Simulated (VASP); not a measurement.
A run of VASP 6.6.1:

Contents of INCAR:

```
SYSTEM = Hf
ALGO = Normal
EDIFF = 1E-6
ENCUT = 520
GGA = PE
ISIF = 2
ISMEAR = -1
LASPH = .TRUE.
LCHARG = .FALSE.
LREAL = .FALSE.
LWAVE = .FALSE.
NBANDS = 17
NELM = 80
PREC = Accurate
SIGMA = 0.08
```

Contents of KPOINTS:

```
k-points
0
G
  15 15 8
  0 0 0
```

POSCAR

```
Hf
1.0
    2.9861093607      0.0000000000      0.0000000000
   -1.4930546804      2.5860465649      0.0000000000
    0.0000000000      0.0000000000      4.7781432997
Hf
2
Direct
    0.3333333333      0.6666666667      0.2500000000
    0.6666666667      0.3333333333      0.7500000000
```

Potentials or basis: VASP PAW PBE potentials, release 64 (Hf_pv).

Command:

```bash
$ cat potpaw_PBE.64/Hf_pv/POTCAR > POTCAR
$ mpirun -np 1 vasp_std > vasp.out
```

Hardware: 1 thread of Intel(R) Xeon(R) Platinum 8488C (Sapphire Rapids) (shared host).

Problem. How long does it take, and how much memory?

Solution. Wall time 30 s on 1 thread of Intel(R) Xeon(R) Platinum 8488C (Sapphire Rapids) (shared host), peak memory 0.2 GiB. Counts: scf iterations 12, k points 135.
